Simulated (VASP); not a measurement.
Input of a VASP 6.6.1 run:

INCAR

```
SYSTEM = Al15Ni16
ALGO = Normal ; EDIFF = 1E-7
EDIFFG = -0.02 ; ENCUT = 520
GGA = PE ; IBRION = 2
ISIF = 2 ; ISMEAR = 1
LASPH = .True. ; LCHARG = .False.
LREAL = Auto ; LUSENCCL = .False.
LWAVE = .False. ; NELM = 60
NSW = 90 ; PREC = Accurate
SIGMA = 0.1
```

The input KPOINTS:

```
k-points
0
Gamma
  2 2 2
  0 0 0
```

POSCAR

```
Al15Ni16
1.0
    0.0000000000      5.7836525300      5.7836525300
    5.7836525300      0.0000000000      5.7836525300
    5.7836525300      5.7836525300      0.0000000000
Al Ni
15 16
Direct
    0.1250000000      0.1250000000      0.1250000000
    0.3750000000      0.3750000000      0.3750000000
    0.1250000000      0.1250000000      0.6250000000
    0.3750000000      0.3750000000      0.8750000000
    0.1250000000      0.6250000000      0.1250000000
    0.3750000000      0.8750000000      0.3750000000
    0.3750000000      0.8750000000      0.8750000000
    0.6250000000      0.1250000000      0.1250000000
    0.8750000000      0.3750000000      0.3750000000
    0.6250000000      0.1250000000      0.6250000000
    0.8750000000      0.3750000000      0.8750000000
    0.6250000000      0.6250000000      0.1250000000
    0.8750000000      0.8750000000      0.3750000000
    0.6250000000      0.6250000000      0.6250000000
    0.8750000000      0.8750000000      0.8750000000
    0.0000000000      0.0000000000      0.0000000000
    0.2500000000      0.2500000000      0.2500000000
    0.0000000000      0.0000000000      0.5000000000
    0.2500000000      0.2500000000      0.7500000000
    0.0000000000      0.5000000000      0.0000000000
    0.2500000000      0.7500000000      0.2500000000
    0.0000000000      0.5000000000      0.5000000000
    0.2500000000      0.7500000000      0.7500000000
    0.5000000000      0.0000000000      0.0000000000
    0.7500000000      0.2500000000      0.2500000000
    0.5000000000      0.0000000000      0.5000000000
    0.7500000000      0.2500000000      0.7500000000
    0.5000000000      0.5000000000      0.0000000000
    0.7500000000      0.7500000000      0.2500000000
    0.5000000000      0.5000000000      0.5000000000
    0.7500000000      0.7500000000      0.7500000000
```

Potentials or basis: VASP PAW PBE potentials, release 64 (Al, Ni).

Launch:

```bash
$ cat potpaw_PBE.64/Al/POTCAR potpaw_PBE.64/Ni/POTCAR > POTCAR
$ mpirun -np 1 vasp_std > vasp.out
```

Q: What does it give for the band gap on the k mesh?

A: Zero (an odd number of electrons rules out a gap without spin polarisation).

Q: Predict the energy gained by relaxing.

A: 0.8 meV/atom.

Step by step:
```csv
step,energy change (eV),largest force (eV/Å),pressure (GPa)
1,0.0000,0.2269,-1.25
2,-0.0162,0.1365,-1.31
3,-0.0244,0.0218,-1.34
4,-0.0246,0.0121,-1.35
```

Caveat: the k points lie up to 0.47 Å⁻¹ apart, too coarse for converged energies and pressures of a metal. Spin polarisation is off, so any magnetic state and its effect on volume and gap are missing.
